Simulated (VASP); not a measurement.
# MgSe (Fm-3m) in VASP: further runs

The runs below take MgSe through single point, with PBE.

Program: VASP 6.6.1. These are calculated values, not measurements. Logs are shortened: lines on timing, memory, paths and dates and some standing lists are left out, and cuts for length are marked.

## Step 1: The cell of the first run

Symmetry: Fm-3m, No. 225, cubic system. The conventional cell has a = 5.363 Å, b = 5.363 Å, c = 5.363 Å, α = 90.00°, β = 90.00°, γ = 90.00°. Mg (site symmetry m-3m) has 6 Se at 2.68 Å within 3.5 Å. Se (site symmetry m-3m) has 6 Mg at 2.68 Å within 3.5 Å.

## Step 2: Single point, PBE (strain -2.0%)

The input, INCAR:

```
SYSTEM = MgSe
PREC     = Accurate       ! precision mode
ENCUT    = 600            ! plane-wave cutoff, eV
EDIFF    = 1E-6           ! SCF threshold, eV
ISMEAR   = 0              ! smearing method
SIGMA    = 0.01           ! smearing width, eV
LREAL    = .False.        ! projectors in reciprocal space
LASPH    = .True.         ! aspherical terms in the spheres
NELM     = 120            ! most SCF steps
ALGO     = Normal         ! electronic algorithm
ISIF     = 2              ! what is computed and relaxed
LWAVE    = .False.        ! write WAVECAR
LCHARG   = .False.        ! write CHGCAR
GGA      = PE             ! functional
NBANDS   = 11             ! bands
GGA_COMPAT= .False.
```

The input, KPOINTS:

```
regular mesh
0
Gamma
  4 4 4
  0 0 0
```

The input, POSCAR:

```
MgSe
1.0
    0.0000000000      2.6815439885      2.6815439885
    2.6815439885      0.0000000000      2.6815439885
    2.6815439885      2.6815439885      0.0000000000
Mg Se
1 1
Direct
    0.0000000000      0.0000000000      0.0000000000
    0.5000000000      0.5000000000      0.5000000000
```

Potentials or basis: VASP PAW PBE potentials, release 64 (Mg, Se).

Run with:

```sh
$ cat potpaw_PBE.64/Mg/POTCAR potpaw_PBE.64/Se/POTCAR > POTCAR
$ mpirun -np 1 vasp_std > vasp.out
```

OUTCAR:

```text
SYSTEM = MgSe
   PREC = Accurate
   ENCUT = 600
   EDIFF = 1E-6
   ISMEAR = 0
   LREAL = .False.
   LASPH = .True.
   NELM = 120
   ISIF = 2
   GGA = PE

 ion  position               nearest neighbor table
   1  0.000  0.000  0.000-   2 2.68   2 2.68   2 2.68   2 2.68   2 2.68   2 2.68
   2  0.500  0.500  0.500-   1 2.68   1 2.68   1 2.68   1 2.68   1 2.68   1 2.68

  LATTYP: Found a face centered cubic cell.
 ALAT       =     5.3630879770

  Lattice vectors:

 A1 = (   0.0000000000,   2.6815439885,   2.6815439885)
 A2 = (   2.6815439885,   0.0000000000,   2.6815439885)
 A3 = (   2.6815439885,   2.6815439885,   0.0000000000)

Analysis of symmetry for initial positions (statically):
=====================================================================
 Subroutine PRICEL returns:
 Original cell was already a primitive cell.

 Routine SETGRP: Setting up the symmetry group for a
 face centered cubic supercell.

 Subroutine GETGRP returns: Found 48 space group operations
 (whereof 48 operations were pure point group operations)
 out of a pool of 48 trial point group operations.

The static configuration has the point symmetry O_h .

Analysis of symmetry for dynamics (positions and initial velocities):
=====================================================================
 Subroutine PRICEL returns:
 Original cell was already a primitive cell.

 Routine SETGRP: Setting up the symmetry group for a
 face centered cubic supercell.

 Subroutine GETGRP returns: Found 48 space group operations
 (whereof 48 operations were pure point group operations)
 out of a pool of 48 trial point group operations.

The dynamic configuration has the point symmetry O_h .

 Subroutine INISYM returns: Found 48 space group operations
 (whereof 48 operations are pure point group operations),
 and found     1 'primitive' translations

----------------------------------------------------------------------------------------

                                     Primitive cell

  volume of cell :      38.5642

  direct lattice vectors                    reciprocal lattice vectors
     0.000000000  2.681543989  2.681543989    -0.186459742  0.186459742  0.186459742
     2.681543989  0.000000000  2.681543989     0.186459742 -0.186459742  0.186459742
     2.681543989  2.681543989  0.000000000     0.186459742  0.186459742 -0.186459742

  length of vectors
     3.792275877  3.792275877  3.792275877     0.322957747  0.322957747  0.322957747

  position of ions in fractional coordinates (direct lattice)
     0.000000000  0.000000000  0.000000000
     0.500000000  0.500000000  0.500000000

  ion indices of the primitive-cell ions
   primitive index   ion index
                 1           1
                 2           2

----------------------------------------------------------------------------------------

 KPOINTS: regular mesh

Automatic generation of k-mesh.
 Grid dimensions read from file:
 generate k-points for:    4    4    4

 Generating k-lattice:

  Cartesian coordinates                     Fractional coordinates (reciprocal lattice)
    -0.046614935  0.046614935  0.046614935     0.250000000  0.000000000  0.000000000
     0.046614935 -0.046614935  0.046614935     0.000000000  0.250000000  0.000000000
     0.046614935  0.046614935 -0.046614935     0.000000000  0.000000000  0.250000000

  Length of vectors
     0.080739437  0.080739437  0.080739437

  Shift w.r.t. Gamma in fractional coordinates (k-lattice)
     0.000000000  0.000000000  0.000000000

 Subroutine IBZKPT returns following result:
 ===========================================

 Found      8 irreducible k-points:

 Following reciprocal coordinates:
            Coordinates               Weight
  0.000000  0.000000  0.000000      1.000000
  0.250000  0.000000  0.000000      8.000000
  0.500000  0.000000  0.000000      4.000000
  0.250000  0.250000  0.000000      6.000000
  0.500000  0.250000  0.000000     24.000000
 -0.250000  0.250000  0.000000     12.000000
  0.500000  0.500000  0.000000      3.000000
 -0.250000  0.500000  0.250000      6.000000
   k-points           NKPTS =      8   k-points in BZ     NKDIM =      8   number of bands    NBANDS=     11
   number of dos      NEDOS =    301   number of ions     NIONS =      2
   total plane-waves  NPLWV =  27000
   dimension x,y,z NGX =    30 NGY =   30 NGZ =   30
   dimension x,y,z NGXF=    60 NGYF=   60 NGZF=   60
   ions per type =               1   1
   NGX,Y,Z   is equivalent  to a cutoff of  13.15, 13.15, 13.15 a.u.
   NGXF,Y,Z  is equivalent  to a cutoff of  26.30, 26.30, 26.30 a.u.
 SYSTEM =  MgSe
   PREC   = accura    normal or accurate (medium, high low for compatibility)
   ISTART =      0    job   : 0-new  1-cont  2-samecut
   ICHARG =      2    charge: 1-file 2-atom 10-const
   ISPIN  =      1    spin polarized calculation?
   LNONCOLLINEAR =      F non collinear calculations
   LSORBIT =      F    spin-orbit coupling
   LASPH  =      T    aspherical Exc in radial PAW
   ENCUT  =  600.0 eV  44.10 Ry    6.64 a.u.   7.57  7.57  7.57*2*pi/ulx,y,z
   NELM   =    120;   NELMIN=  2; NELMDL= -5     # of ELM steps
   EDIFF  = 0.1E-05   stopping-criterion for ELM
   LREAL  =      F    real-space projection
   EDIFFG = 0.1E-04   stopping-criterion for IOM
   NSW    =      0    number of steps for IOM
   IBRION =     -1    ionic relax: 0-MD 1-quasi-New 2-CG
   NFREE  =      0    steps in history (QN), initial steepest desc. (CG)
   ISIF   =      2    stress and relaxation
   ISYM   =      2    0-nonsym 1-usesym 2-fastsym
   POTIM  = 0.5000    time-step for ionic-motion
   TEBEG  =    0.0;   TEEND  =   0.0 temperature during run
   PSTRESS=    0.0 pullay stress
   NELECT =       8.0000    total number of electrons
   NUPDOWN=      -1.0000    fix difference up-down
   EMIN   =  10.00;   EMAX   =-10.00  energy-range for DOS
   EFERMI =   0.00;   METHOD = LEGACY
   ISMEAR =     0;   SIGMA  =   0.01  broadening in eV -4-tet -1-fermi 0-gaus
   EFERMI_NEDOS =   21; number of points for ismear=-14 and -15
   IALGO  =     38    algorithm
   IMIX   =      4    mixing-type and parameters
     AMIX     =   0.40;   BMIX     =  1.00
     AMIX_MAG =   1.60;   BMIX_MAG =  1.00
  volume/ion in A,a.u.               =      19.28       130.12
  Fermi-wavevector in a.u.,A,eV,Ry     =   0.969118  1.831367 12.778446  0.939189
  Thomas-Fermi vector in A             =   2.099144
   LORBIT       =      0    0 simple, 1 ext, 2 COOP (PROOUT), +10 PAW based schemes
   GGA     = PE    functional components
   LHFCALC =     F    Hartree Fock is set to
   AEXX    =    0.0000 exact exchange contribution
   IVDW    =     0    specifies the selected vdW correction
   LEPSILON=     F    determine dielectric tensor
   LRPA    =     F    only Hartree local field effects (RPA)
 non-spin polarized calculation
 Gauss-broadening in eV      SIGMA  =   0.01
  energy-cutoff  :      600.00
  volume of cell :       38.56
 maximum number of plane-waves:      1305
   NGX = 15   NGY = 15   NGZ = 15

 number of electron       8.0000000 magnetization

 Free energy of the ion-electron system (eV)
  ---------------------------------------------------
  ext. energy  EPLUGINS =         0.00000000
  ---------------------------------------------------
  free energy    TOTEN  =        -7.36300288 eV

  energy without entropy =       -7.36300288  energy(sigma->0) =       -7.36300288

 E-fermi :   3.7851     XC(G=0):  -9.6775

 val. band max:        3.6882973573   @ k =   0.0000   0.0000   0.0000
 cond. band min:       5.5390803355   @ k =   0.5000   0.5000   0.0000
 fundamental gap:      1.8507829782
 Fermi energy:         3.7850619359

 k-point     1 :       0.0000    0.0000    0.0000
  band No.  band energies     occupation
      1      -9.5364      2.00000
      2       3.6883      2.00000
      3       3.6883      2.00000
      4       3.6883      2.00000
      5       6.6135      0.00000
      6      11.0528      0.00000
      7      11.0528      0.00000
      8      11.0528      0.00000
      9      13.7202      0.00000
     10      13.7202      0.00000
     11      14.6992      0.00000

 k-point     2 :       0.2500    0.0000    0.0000
  band No.  band energies     occupation
      1      -8.9990      2.00000
      2       0.5279      2.00000
      3       3.3331      2.00000
      4       3.3331      2.00000
      5       7.9568      0.00000
      6      10.7975      0.00000
      7      10.7975      0.00000
      8      11.7235      0.00000
      9      13.3383      0.00000
     10      13.3383      0.00000
     11      13.9002      0.00000

 k-point     3 :       0.5000    0.0000    0.0000
  band No.  band energies     occupation
      1      -8.2873      2.00000
      2      -1.5556      2.00000
      3       3.0436      2.00000
      4       3.0436      2.00000
      5       7.5556      0.00000
      6       9.8153      0.00000
      7       9.8153      0.00000
      8      12.6529      0.00000
      9      15.4921      0.00000
     10      17.7937      0.00000
     11      17.7938      0.00000

 k-point     4 :       0.2500    0.2500    0.0000
  band No.  band energies     occupation
      1      -8.8290      2.00000
      2       0.8256      2.00000
      3       2.5620      2.00000
      4       2.5620      2.00000
      5       7.8783      0.00000
      6       8.6666      0.00000
      7      11.4359      0.00000
      8      13.4636      0.00000
      9      13.4636      0.00000
     10      14.7577      0.00000
     11      17.3807      0.00000

 k-point     5 :       0.5000    0.2500    0.0000
  band No.  band energies     occupation
      1      -8.1255      2.00000
      2      -0.7392      2.00000
      3       1.2042      2.00000
      4       2.3143      2.00000
      5       7.2531      0.00000
      6      10.0572      0.00000
      7      12.0123      0.00000
      8      12.0590      0.00000
      9      15.7122      0.00000
     10      17.7297      0.00000
     11      18.0449      0.00000

 k-point     6 :      -0.2500    0.2500    0.0000
  band No.  band energies     occupation
      1      -8.3548      2.00000
      2      -0.3990      2.00000
      3       1.0717      2.00000
      4       2.9911      2.00000
      5       8.5298      0.00000
      6      10.8510      0.00000
      7      10.8844      0.00000
      8      11.3516      0.00000
      9      13.5616      0.00000
     10      16.6684      0.00000
     11      17.2451      0.00000

 k-point     7 :       0.5000    0.5000    0.0000
  band No.  band energies     occupation
      1      -7.9251      2.00000
      2      -0.8651      2.00000
      3       1.7701      2.00000
      4       1.7701      2.00000
      5       5.5391      0.00000
      6       7.4757      0.00000
      7      15.9247      0.00000
      8      16.3174      0.00000
      9      16.3174      0.00000
     10      16.4855      0.00000
     11      19.8546      0.00000

 k-point     8 :      -0.2500    0.5000    0.2500
  band No.  band energies     occupation
      1      -7.8840      2.00000
      2       0.1291      2.00000
      3       0.1291      2.00000
      4       0.9701      2.00000
      5       8.3978      0.00000
      6      10.8196      0.00000
      7      11.3111      0.00000
      8      11.3111      0.00000
      9      17.2422      0.00000
     10      17.2422      0.00000
     11      18.8673      0.00000

------------------------ aborting loop because EDIFF is reached ----------------------------------------

  FORCE on cell =-STRESS in cart. coord.  units (eV):
  Direction    XX          YY          ZZ          XY          YZ          ZX
  --------------------------------------------------------------------------------------
  -------------------------------------------------------------------------------------
  Total        1.4735326      1.4735326      1.4735326      0.0000000      0.0000000      0.0000000
  in kB       61.2189061     61.2189061     61.2189061      0.0000000      0.0000000      0.0000000
  external PRESSURE =      61.2189061 kB  Pullay stress =       0.0000000 kB

 VOLUME and BASIS-vectors are now :
 -----------------------------------------------------------------------------
  energy-cutoff  :      600.00
  volume of cell :       38.56
      direct lattice vectors                 reciprocal lattice vectors
     0.000000000  2.681543989  2.681543989    -0.186459742  0.186459742  0.186459742
     2.681543989  0.000000000  2.681543989     0.186459742 -0.186459742  0.186459742
     2.681543989  2.681543989  0.000000000     0.186459742  0.186459742 -0.186459742

 POSITION                                       TOTAL-FORCE (eV/Angst)
 -----------------------------------------------------------------------------------
      0.00000      0.00000      0.00000        -0.000000     -0.000000      0.000000
      2.68154      2.68154      2.68154         0.000000      0.000000     -0.000000
 -----------------------------------------------------------------------------------
    total drift:                               -0.000000     -0.000000      0.000000

  FREE ENERGIE OF THE ION-ELECTRON SYSTEM (eV)
  ---------------------------------------------------
  free  energy   TOTEN  =        -7.3630028807 eV

  energy  without entropy=       -7.3630028807  energy(sigma->0) =       -7.36300288
```

Run time: 5.5 s. Hardware: 1 thread of Intel Xeon Platinum 8559C (Emerald Rapids), shared host; peak memory 0.16 GiB.

What came out:

```yaml
Free_energy: -7.3630 eV
Pressure: 6.1 GPa
Band_gap_on_the_k_mesh: 1.85 eV, indirect (least direct gap 2.93 eV)
```

Levels at points of the mesh, in eV from the valence-band top:
```
           k point  band 1  band 2  band 3  band 4  band 5  band 6  band 7  band 8  band 9
(0.00, 0.00, 0.00)  -13.22    0.00    0.00    0.00    2.93    7.36    7.36    7.36   10.03
(0.50, 0.00, 0.00)  -11.98   -5.24   -0.64   -0.64    3.87    6.13    6.13    8.96   11.80
(0.50, 0.50, 0.00)  -11.61   -4.55   -1.92   -1.92    1.85    3.79   12.24   12.63   12.63
```

Caveat: the k points lie up to 0.51 Å⁻¹ apart; the cell differs from its parent crystal (strain -2.0%). A k mesh can miss the band edges.

(Part 1 of 2 ends here.)
